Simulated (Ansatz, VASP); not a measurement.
# Two plane-wave programs on EuO

```
Eu O
1.0
     3.46717    0.00000    0.00000
     1.73358    3.00265    0.00000
     1.73358    1.00088    2.83093
Eu O
1 1
Direct
  0.00000 0.00000 0.00000
  0.50000 0.50000 0.50000
```

Alike in both runs: functional LDA; k mesh 8 × 8 × 8; collinear spin.

Ansatz relaxed the structure, and its values are those at the end. VASP's run is a single point on that final structure, the one shown.

|  | VASP | Ansatz |
| --- | --- | --- |
| version | VASP 6.6.1 | Ansatz 0.2.0 |
| potentials or method | VASP PAW PBE potentials, release 64 (Eu, O) | plane waves, PAW |
| plane-wave cutoff (eV) | 600 | 420 |
| occupations | fermi-dirac, width 0.1 eV | fermi-dirac |
| valence electrons in the cell | 23 | 23 |

VASP gave:

```
pressure (GPa)                                                : 0.1
net moment per atom (μB)                                      : 3.39
size of the moment on the site where the two differ most (μB) : 6.49
```

Task: Estimate Ansatz's values.

Result: Pressure (GPa): 0.0; net moment per atom (μB): 3.40; size of the moment on the site where the two differ most (μB): 6.45.

VASP's potentials were made for PBE, not for LDA. LDA's correlation is that of Perdew and Zunger in VASP and of Perdew and Wang (1992) in Ansatz. Site moments also hang on the region over which each program counts them. Ansatz's warnings: given moment on shells, stress scf threshold loose.

Spin-orbit coupling is off throughout.
